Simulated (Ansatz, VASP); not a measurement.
# KF: VASP beside Ansatz

File INCAR:

```
PREC = Accurate ; ENCUT = 520
EDIFF = 1E-7 ; ISMEAR = -1
SIGMA = 0.01 ; LREAL = F
LASPH = T ; NELM = 60
ALGO = Normal ; ISIF = 2
LWAVE = F ; LCHARG = F
GGA = PS ; NBANDS = 15
```

File KPOINTS:

```
Automatic mesh
0
Gamma
  9 9 9
```

The input POSCAR:

```
KF
1.0
    0.0000000000      2.7259348808      2.7259348808
    2.7259348808      0.0000000000      2.7259348808
    2.7259348808      2.7259348808      0.0000000000
K F
1 1
Direct
    0.0000000000      0.0000000000      0.0000000000
    0.5000000000      0.5000000000      0.5000000000
```

Input for Ansatz:

```yaml
crystal:
  lattice:
    - [0.0, 2.7259348808, 2.7259348808]
    - [2.7259348808, 0.0, 2.7259348808]
    - [2.7259348808, 2.7259348808, 0.0]
  atoms:
    - { symbol: K, position: [0.0, 0.0, 0.0] }
    - { symbol: F, position: [0.5, 0.5, 0.5] }
kpoints:
  mp_grid: { grid: [9, 9, 9] }
  band_path:
    path:
      - [0.0, 0.0, 0.0]
      - [0.5, 0.0, 0.5]
      - [0.625, 0.25, 0.625]
      - [0.375, 0.375, 0.75]
      - [0.0, 0.0, 0.0]
      - [0.5, 0.5, 0.5]
      - [0.5, 0.25, 0.75]
      - [0.5, 0.0, 0.5]
    npoints: 5
scf:
  occupations: { method: fermi_dirac, width: 0.01 }
hamiltonian:
  xc: pbesol
  pseudopotentials: { kind: all_electron, lapw: { basis_error: 0.001 } }
output:
  forces: true
  stress: true
  eigenvalues: true
```

Change from the starting cell: volume scaled by 1.06.

Alike in both runs: task single point; functional PBEsol; k mesh 9 × 9 × 9; occupations fermi-dirac, width 0.01 eV; no spin polarisation.

|  | VASP | Ansatz |
| --- | --- | --- |
| version | VASP 6.6.1 | Ansatz 0.2.0 |
| potentials or method | VASP PAW PBE potentials, release 64 (K_sv, F), cutoff 520 eV | all-electron LAPW, scalar-relativistic |

|  | VASP | Ansatz | Ansatz less VASP |
| --- | --- | --- | --- |
| gap on the k mesh at the Fermi level (eV) | 5.74 | 5.75 | +0.010 |
| pressure (GPa) | -2.2 | -2.2 | 0.00 |

VASP's potentials were made for PBE, not for PBEsol. Ansatz ran all-electron here, and VASP with PAW potentials.
